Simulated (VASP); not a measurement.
Wanted: the native input for a VASP 6.6.1 run.

| Property | Result |
| --- | --- |
| Task | single point |
| Functional | LDA |
| Potentials or basis | VASP PAW LDA potentials, release 64 (Rh_pv, N) |
| Cutoff | 520 eV |
| k mesh | 15 × 15 × 15 |
| Occupations | fermi-dirac, width 0.1 eV |
| Spin | no spin polarisation |
| Dipole correction | no |
| Further INCAR settings | ALGO = Normal; EDIFF = 1e-06; NBANDS = 17 |

The structure of RhN (CsCl type) lies in POSCAR:

```
RhN
1.0
    2.4225452254      0.0000000000      0.0000000000
    0.0000000000      2.4225452254      0.0000000000
    0.0000000000      0.0000000000      2.4225452254
Rh N
1 1
Direct
    0.0000000000      0.0000000000      0.0000000000
    0.5000000000      0.5000000000      0.5000000000
```

This cell differs from its parent crystal: volume scaled by 0.76.

One way to write it, as run:

INCAR

```
SYSTEM = RhN
PREC     = Accurate       ! precision mode
ENCUT    = 520            ! plane-wave cutoff, eV
EDIFF    = 1E-6           ! SCF threshold, eV
ISMEAR   = -1             ! smearing method
SIGMA    = 0.1            ! smearing width, eV
LREAL    = .FALSE.        ! projectors in reciprocal space
LASPH    = .TRUE.         ! aspherical terms in the spheres
NELM     = 80             ! most SCF steps
ALGO     = Normal         ! electronic algorithm
ISIF     = 2              ! what is computed and relaxed
LWAVE    = .FALSE.        ! write WAVECAR
LCHARG   = .FALSE.        ! write CHGCAR
GGA      = CA             ! functional
NBANDS   = 17             ! bands
```

KPOINTS

```
regular mesh
0
G
  15 15 15
  0 0 0
```

Potentials or basis: VASP PAW LDA potentials, release 64 (Rh_pv, N).

Command:

```sh
$ cat potpaw_LDA.64/Rh_pv/POTCAR potpaw_LDA.64/N/POTCAR > POTCAR
$ mpirun -np 1 vasp_std > vasp.out
```

Results of the run:

- Pressure: 171.4 GPa
- Band gap on the k mesh: zero (band 10 reaches 21.71 eV, above the bottom of band 11 at 16.60 eV)

Run time: 8.8 s on 1 thread of Intel(R) Xeon(R) 6975P-C (Granite Rapids), on a shared host, peak memory 0.13 GiB.
